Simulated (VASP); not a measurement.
# AlCu3 (Pm-3m) in VASP: further runs

Runs on AlCu3. Level: PBEsol. Tasks: single point.

Everything below comes from runs of VASP 6.6.1. Logs are shortened: lines on timing, memory, paths and dates and some standing lists are left out, and cuts for length are marked.

## 1. The cell of the first run

Symmetry: Pm-3m, No. 221, cubic system. The conventional cell has a = 3.588 Å, b = 3.588 Å, c = 3.588 Å, α = 90.00°, β = 90.00°, γ = 90.00°. Cu (site symmetry 4/mmm) has 8 Cu at 2.54 Å and 4 Al at 2.54 Å within 3.3 Å. Within 3.3 Å of Al (site symmetry m-3m) lie 12 Cu at 2.54 Å.

## 2. Single point, PBEsol (11.55 Å³/atom)

File INCAR:

```
ALGO = Normal
EDIFF = 1E-6
ENCUT = 520
GGA = PS
ISIF = 2
ISMEAR = -1
LASPH = T
LCHARG = T
LELF = T
LREAL = F
LVHAR = T
LWAVE = F
NBANDS = 26
NELM = 80
PREC = Accurate
SIGMA = 0.05
```

File KPOINTS:

```
k-points
0
Gamma
  7 7 7
```

File POSCAR:

```
AlCu3
1.0
    3.5882169050      0.0000000000      0.0000000000
    0.0000000000      3.5882169050      0.0000000000
    0.0000000000      0.0000000000      3.5882169050
Cu Al
3 1
Direct
    0.0000000000      0.5000000000      0.5000000000
    0.5000000000      0.0000000000      0.5000000000
    0.5000000000      0.5000000000      0.0000000000
    0.0000000000      0.0000000000      0.0000000000
```

Potentials or basis: VASP PAW PBE potentials, release 64 (Cu, Al).

On the command line:

```bash
cat potpaw_PBE.64/Cu/POTCAR potpaw_PBE.64/Al/POTCAR > POTCAR
mpirun -np 1 vasp_std > vasp.out
```

OUTCAR:

```text
EDIFF = 1E-6
   ENCUT = 520
   GGA = PS
   ISIF = 2
   ISMEAR = -1
   LASPH = T
   LREAL = F
   NELM = 80
   PREC = Accurate

 ion  position               nearest neighbor table
   1  0.000  0.500  0.500-   2 2.54   3 2.54   4 2.54   3 2.54   4 2.54   2 2.54   4 2.54   4 2.54
                             2 2.54   3 2.54   3 2.54   2 2.54
   2  0.500  0.000  0.500-   1 2.54   3 2.54   4 2.54   3 2.54   4 2.54   1 2.54   3 2.54   3 2.54
                             1 2.54   4 2.54   4 2.54   1 2.54
   3  0.500  0.500  0.000-   1 2.54   2 2.54   4 2.54   1 2.54   2 2.54   2 2.54   4 2.54   2 2.54
                             1 2.54   4 2.54   1 2.54   4 2.54
   4  0.000  0.000  0.000-   1 2.54   2 2.54   3 2.54   1 2.54   2 2.54   1 2.54   3 2.54   1 2.54
                             2 2.54   3 2.54   2 2.54   3 2.54

  LATTYP: Found a simple cubic cell.
 ALAT       =     3.5882169050

  Lattice vectors:

 A1 = (   3.5882169050,   0.0000000000,   0.0000000000)
 A2 = (   0.0000000000,   3.5882169050,   0.0000000000)
 A3 = (   0.0000000000,   0.0000000000,   3.5882169050)

Analysis of symmetry for initial positions (statically):
=====================================================================
 Subroutine PRICEL returns:
 Original cell was already a primitive cell.

 Routine SETGRP: Setting up the symmetry group for a
 simple cubic supercell.

 Subroutine GETGRP returns: Found 48 space group operations
 (whereof 48 operations were pure point group operations)
 out of a pool of 48 trial point group operations.

The static configuration has the point symmetry O_h .

Analysis of symmetry for dynamics (positions and initial velocities):
=====================================================================
 Subroutine PRICEL returns:
 Original cell was already a primitive cell.

 Routine SETGRP: Setting up the symmetry group for a
 simple cubic supercell.

 Subroutine GETGRP returns: Found 48 space group operations
 (whereof 48 operations were pure point group operations)
 out of a pool of 48 trial point group operations.

The dynamic configuration has the point symmetry O_h .

 Subroutine INISYM returns: Found 48 space group operations
 (whereof 48 operations are pure point group operations),
 and found     1 'primitive' translations

----------------------------------------------------------------------------------------

                                     Primitive cell

  volume of cell :      46.1994

  direct lattice vectors                    reciprocal lattice vectors
     3.588216905  0.000000000  0.000000000     0.278689953  0.000000000  0.000000000
     0.000000000  3.588216905  0.000000000     0.000000000  0.278689953  0.000000000
     0.000000000  0.000000000  3.588216905     0.000000000  0.000000000  0.278689953

  length of vectors
     3.588216905  3.588216905  3.588216905     0.278689953  0.278689953  0.278689953

  position of ions in fractional coordinates (direct lattice)
     0.000000000  0.500000000  0.500000000
     0.500000000  0.000000000  0.500000000
     0.500000000  0.500000000  0.000000000
     0.000000000  0.000000000  0.000000000

  ion indices of the primitive-cell ions
   primitive index   ion index
                 1           1
                 2           2
                 3           3
                 4           4

----------------------------------------------------------------------------------------

 KPOINTS: k-points

Automatic generation of k-mesh.
 Grid dimensions read from file:
 generate k-points for:    7    7    7

 Generating k-lattice:

  Cartesian coordinates                     Fractional coordinates (reciprocal lattice)
     0.039812850  0.000000000  0.000000000     0.142857143  0.000000000  0.000000000
     0.000000000  0.039812850  0.000000000     0.000000000  0.142857143  0.000000000
     0.000000000  0.000000000  0.039812850     0.000000000  0.000000000  0.142857143

  Length of vectors
     0.039812850  0.039812850  0.039812850

  Shift w.r.t. Gamma in fractional coordinates (k-lattice)
     0.000000000  0.000000000  0.000000000

 Subroutine IBZKPT returns following result:
 ===========================================

 Found     20 irreducible k-points:

 Following reciprocal coordinates:
            Coordinates               Weight
  0.000000  0.000000  0.000000      1.000000
  0.142857  0.000000  0.000000      6.000000
  0.285714  0.000000  0.000000      6.000000
  0.428571  0.000000  0.000000      6.000000
  0.142857  0.142857  0.000000     12.000000
  0.285714  0.142857  0.000000     24.000000
[... 12 lines left out ...]
  0.428571  0.428571  0.285714     24.000000
  0.428571  0.428571  0.428571      8.000000
   k-points           NKPTS =     20   k-points in BZ     NKDIM =     20   number of bands    NBANDS=     26
   number of dos      NEDOS =    301   number of ions     NIONS =      4
   total plane-waves  NPLWV =  21952
   dimension x,y,z NGX =    28 NGY =   28 NGZ =   28
   dimension x,y,z NGXF=    56 NGYF=   56 NGZF=   56
   ions per type =               3   1
   NGX,Y,Z   is equivalent  to a cutoff of  12.97, 12.97, 12.97 a.u.
   NGXF,Y,Z  is equivalent  to a cutoff of  25.95, 25.95, 25.95 a.u.
 SYSTEM =  unknown system
   PREC   = accura    normal or accurate (medium, high low for compatibility)
   ISTART =      0    job   : 0-new  1-cont  2-samecut
   ICHARG =      2    charge: 1-file 2-atom 10-const
   ISPIN  =      1    spin polarized calculation?
   LNONCOLLINEAR =      F non collinear calculations
   LSORBIT =      F    spin-orbit coupling
   LASPH  =      T    aspherical Exc in radial PAW
   ENCUT  =  520.0 eV  38.22 Ry    6.18 a.u.   6.67  6.67  6.67*2*pi/ulx,y,z
   NELM   =     80;   NELMIN=  2; NELMDL= -5     # of ELM steps
   EDIFF  = 0.1E-05   stopping-criterion for ELM
   LREAL  =      F    real-space projection
   EDIFFG = 0.1E-04   stopping-criterion for IOM
   NSW    =      0    number of steps for IOM
   IBRION =     -1    ionic relax: 0-MD 1-quasi-New 2-CG
   NFREE  =      0    steps in history (QN), initial steepest desc. (CG)
   ISIF   =      2    stress and relaxation
   ISYM   =      2    0-nonsym 1-usesym 2-fastsym
   POTIM  = 0.5000    time-step for ionic-motion
   TEBEG  =    0.0;   TEEND  =   0.0 temperature during run
   PSTRESS=    0.0 pullay stress
   NELECT =      36.0000    total number of electrons
   NUPDOWN=      -1.0000    fix difference up-down
   EMIN   =  10.00;   EMAX   =-10.00  energy-range for DOS
   EFERMI =   0.00;   METHOD = LEGACY
   ISMEAR =    -1;   SIGMA  =   0.05  broadening in eV -4-tet -1-fermi 0-gaus
   EFERMI_NEDOS =   21; number of points for ismear=-14 and -15
   IALGO  =     38    algorithm
   IMIX   =      4    mixing-type and parameters
     AMIX     =   0.40;   BMIX     =  1.00
     AMIX_MAG =   1.60;   BMIX_MAG =  1.00
  volume/ion in A,a.u.               =      11.55        77.94
  Fermi-wavevector in a.u.,A,eV,Ry     =   1.506481  2.846836 30.878216  2.269485
  Thomas-Fermi vector in A             =   2.617193
   LORBIT       =      0    0 simple, 1 ext, 2 COOP (PROOUT), +10 PAW based schemes
   GGA     = PS    functional components
   LHFCALC =     F    Hartree Fock is set to
   AEXX    =    0.0000 exact exchange contribution
   IVDW    =     0    specifies the selected vdW correction
   LEPSILON=     F    determine dielectric tensor
   LRPA    =     F    only Hartree local field effects (RPA)
 non-spin polarized calculation
  energy-cutoff  :      520.00
  volume of cell :       46.20
 maximum number of plane-waves:      1265
 NGX is ok and might be reduce to    28
   NGX = 13   NGY = 13   NGZ = 13

 number of electron      35.9999904 magnetization

 Free energy of the ion-electron system (eV)
  ---------------------------------------------------
  ext. energy  EPLUGINS =         0.00000000
  ---------------------------------------------------
  free energy    TOTEN  =       -17.77843451 eV

  energy without entropy =      -17.77426302  energy(sigma->0) =      -17.77634876

 E-fermi :   9.1687     XC(G=0): -12.6962

 val. band max:        8.8064495392   @ k =   0.4286   0.2857   0.2857
 cond. band min:       9.2426367469   @ k =   0.2857   0.1429   0.0000
 fundamental gap:      0.4361872077
 Fermi energy:         9.1687197057

 k-point     1 :       0.0000    0.0000    0.0000
  band No.  band energies     occupation
      1      -1.9130      2.00000
      2       3.4394      2.00000
      3       4.0370      2.00000
      4       4.0370      2.00000
      5       4.3239      2.00000
      6       4.3239      2.00000
[... 18 lines left out ...]
     25      19.9092      0.00000
     26      21.2327      0.00000

 k-point     2 :       0.1429    0.0000    0.0000
  band No.  band energies     occupation
      1      -1.6692      2.00000
      2       3.4933      2.00000
      3       3.9311      2.00000
      4       4.1683      2.00000
      5       4.3602      2.00000
      6       4.3602      2.00000
[... 18 lines left out ...]
     25      19.1564      0.00000
     26      20.1309      0.00000

 k-point     3 :       0.2857    0.0000    0.0000
  band No.  band energies     occupation
      1      -0.9519      2.00000
      2       3.0616      2.00000
      3       3.9102      2.00000
      4       4.4561      2.00000
      5       4.4561      2.00000
      6       4.4965      2.00000
[... 18 lines left out ...]
     25      18.4271      0.00000
     26      19.0997      0.00000

 k-point     4 :       0.4286    0.0000    0.0000
  band No.  band energies     occupation
      1       0.1706      2.00000
      2       1.7312      2.00000
      3       4.1226      2.00000
      4       4.5565      2.00000
      5       4.5565      2.00000
      6       4.6214      2.00000
[... 18 lines left out ...]
     25      17.3417      0.00000
     26      22.4710      0.00000

 k-point     5 :       0.1429    0.1429    0.0000
  band No.  band energies     occupation
      1      -1.4278      2.00000
      2       3.5672      2.00000
      3       3.9424      2.00000
      4       4.1731      2.00000
      5       4.3431      2.00000
      6       4.3852      2.00000
[... 18 lines left out ...]
     25      18.9095      0.00000
     26      19.7946      0.00000

 k-point     6 :       0.2857    0.1429    0.0000
  band No.  band energies     occupation
      1      -0.7189      2.00000
      2       3.2083      2.00000
      3       3.9428      2.00000
      4       4.3857      2.00000
      5       4.4040      2.00000
      6       4.5242      2.00000
[... 311 lines left out ...]
 k-point    17 :       0.2857    0.2857    0.2857
  band No.  band energies     occupation
      1       0.7976      2.00000
      2       3.4329      2.00000
      3       4.0759      2.00000
      4       4.0759      2.00000
      5       4.6244      2.00000
      6       4.8603      2.00000
[... 18 lines left out ...]
     25      19.8109      0.00000
     26      20.7399      0.00000

 k-point    18 :       0.4286    0.2857    0.2857
  band No.  band energies     occupation
      1       1.6845      2.00000
      2       2.9685      2.00000
      3       3.6818      2.00000
      4       4.3832      2.00000
      5       4.7443      2.00000
      6       4.9242      2.00000
[... 18 lines left out ...]
     25      21.1158      0.00000
     26      22.5889      0.00000

 k-point    19 :       0.4286    0.4286    0.2857
  band No.  band energies     occupation
      1       2.2596      2.00000
      2       3.2601      2.00000
      3       3.5556      2.00000
      4       4.0731      2.00000
      5       4.9853      2.00000
      6       5.0338      2.00000
[... 18 lines left out ...]
     25      23.7592      0.00000
     26      23.8162      0.00000

 k-point    20 :       0.4286    0.4286    0.4286
  band No.  band energies     occupation
      1       2.3958      2.00000
      2       3.5171      2.00000
      3       3.8095      2.00000
      4       3.8095      2.00000
      5       5.2372      2.00000
      6       5.2372      2.00000
[... 18 lines left out ...]
     25      24.5326      0.00000
     26      26.1036      0.00000

------------------------ aborting loop because EDIFF is reached ----------------------------------------

  FORCE on cell =-STRESS in cart. coord.  units (eV):
  Direction    XX          YY          ZZ          XY          YZ          ZX
  --------------------------------------------------------------------------------------
  -------------------------------------------------------------------------------------
  Total        1.8271660      1.8271660      1.8271660      0.0000000      0.0000000      0.0000000
  in kB       63.3654517     63.3654517     63.3654517      0.0000000      0.0000000      0.0000000
  external PRESSURE =      63.3654517 kB  Pullay stress =       0.0000000 kB

 VOLUME and BASIS-vectors are now :
 -----------------------------------------------------------------------------
  energy-cutoff  :      520.00
  volume of cell :       46.20
      direct lattice vectors                 reciprocal lattice vectors
     3.588216905  0.000000000  0.000000000     0.278689953  0.000000000  0.000000000
     0.000000000  3.588216905  0.000000000     0.000000000  0.278689953  0.000000000
     0.000000000  0.000000000  3.588216905     0.000000000  0.000000000  0.278689953

 POSITION                                       TOTAL-FORCE (eV/Angst)
 -----------------------------------------------------------------------------------
      0.00000      1.79411      1.79411         0.000000      0.000000      0.000000
      1.79411      0.00000      1.79411         0.000000      0.000000      0.000000
      1.79411      1.79411      0.00000         0.000000      0.000000      0.000000
      0.00000      0.00000      0.00000         0.000000      0.000000      0.000000
 -----------------------------------------------------------------------------------
    total drift:                                0.000000      0.000000      0.000000

  FREE ENERGIE OF THE ION-ELECTRON SYSTEM (eV)
  ---------------------------------------------------
  free  energy   TOTEN  =       -17.7784345055 eV

  energy  without entropy=      -17.7742630177  energy(sigma->0) =      -17.77634876
```

Wall time 32 s (1 thread of Intel Xeon 8259CL, shared host); peak memory 0.16 GiB.

What came out:

* Free energy: -17.7784 eV
* Pressure: 6.3 GPa
* Band gap on the k mesh: zero (bands 18 and 19 overlap by 4.78 eV)

Caveat: the cell stands under pressure; the PAW data sets were made with another functional, which shifts forces and pressure a little.

## 3. Single point, PBEsol (11.79 Å³/atom)

This run uses another cell than the first one, of 11.79 Å³/atom.

File INCAR:

```
SYSTEM = AlCu3
ALGO = Normal
EDIFF = 1E-6
ENCUT = 520
GGA = PS
ISIF = 2
ISMEAR = -1
LASPH = .True.
LCHARG = .True.
LELF = .True.
LREAL = .False.
LVHAR = .True.
LWAVE = .False.
NBANDS = 26
NELM = 60
PREC = Accurate
SIGMA = 0.05
```

File KPOINTS:

```
k-points
0
Gamma
  7 7 7
  0 0 0
```

File POSCAR:

```
AlCu3
1.0
    3.6129640105      0.0000000000      0.0000000000
    0.0000000000      3.6129640105      0.0000000000
    0.0000000000      0.0000000000      3.6129640105
Cu Al
3 1
Direct
    0.0000000000      0.5000000000      0.5000000000
    0.5000000000      0.0000000000      0.5000000000
    0.5000000000      0.5000000000      0.0000000000
    0.0000000000      0.0000000000      0.0000000000
```

Potentials or basis: VASP PAW PBE potentials, release 64 (Cu, Al).

On the command line:

```bash
cat potpaw_PBE.64/Cu/POTCAR potpaw_PBE.64/Al/POTCAR > POTCAR
mpirun -np 1 vasp_std > vasp.out
```

It took 34 s on 1 thread of Intel Xeon 8259CL, shared host; peak memory 0.16 GiB.

It converged, with:

```
Free energy            : -17.8072 eV
Pressure               : 2.9 GPa
Band gap on the k mesh : zero (bands 18 and 19 overlap by 4.68 eV)
```

Levels at points of the mesh, in eV from the Fermi level:
| k point | band 16 | band 17 | band 18 | band 19 | band 20 | band 21 |
| --- | --- | --- | --- | --- | --- | --- |
| (0.00, 0.00, 0.00) | -2.14 | -0.38 | -0.38 | -0.38 | 4.40 | 4.40 |

Caveat: the PAW data sets were made with another functional, which shifts forces and pressure a little.

## 4. Single point, PBEsol (12.27 Å³/atom)

This run uses another cell than the first one, of 12.27 Å³/atom.

File INCAR:

```
ALGO = Normal ; EDIFF = 1E-6
ENCUT = 520 ; GGA = PS
ISIF = 2 ; ISMEAR = -1
LASPH = T ; LCHARG = F
LREAL = F ; LWAVE = F
NBANDS = 26 ; NELM = 80
PREC = Accurate ; SIGMA = 0.05
```

File KPOINTS:

```
k-points
0
Gamma
  7 7 7
```

File POSCAR:

```
AlCu3
1.0
    3.6614659592      0.0000000000      0.0000000000
    0.0000000000      3.6614659592      0.0000000000
    0.0000000000      0.0000000000      3.6614659592
Cu Al
3 1
Direct
    0.0000000000      0.5000000000      0.5000000000
    0.5000000000      0.0000000000      0.5000000000
    0.5000000000      0.5000000000      0.0000000000
    0.0000000000      0.0000000000      0.0000000000
```

On the command line:

```bash
cat potpaw_PBE.64/Cu/POTCAR potpaw_PBE.64/Al/POTCAR > POTCAR
mpirun -np 1 vasp_std > vasp.out
```

It took 34 s on 1 thread of Intel Xeon 8259CL, shared host; peak memory 0.16 GiB.

Results (log left out):

| Quantity | Value |
| --- | --- |
| Free energy | -17.8065 eV |
| Pressure | -3.0 GPa |
| Band gap on the k mesh | zero (bands 18 and 19 overlap by 4.50 eV) |

Levels at points of the mesh, in eV from the Fermi level:
```tsv
k point	band 15	band 16	band 17	band 18	band 19	band 20	band 21	band 22
(0.00, 0.00, 0.00)	-2.09	-2.09	-0.32	-0.32	-0.32	4.26	4.26	4.89
```

Caveat: the PAW data sets were made with another functional, which shifts forces and pressure a little.

## 5. Overview

| cell | gap on the mesh (eV) | pressure (GPa) |
| --- | --- | --- |
| a = 3.588 Å, 4 atoms | none | 6.3 |
| a = 3.613 Å, 4 atoms | none | 2.9 |
| a = 3.661 Å, 4 atoms | none | -3.0 |

Alike in all rows: task single point; level PBEsol; potentials or basis VASP PAW PBE potentials, release 64 (Cu, Al); no spin polarisation; k mesh 7 × 7 × 7; cutoff (eV) 520; smearing fermi-dirac 0.05 eV.

Caveats: the PAW data sets were made with another functional, which shifts forces and pressure a little; the cell stands under pressure (at least some runs).

Total energies depend on the potentials used, so only differences within one code and one set of settings carry meaning.
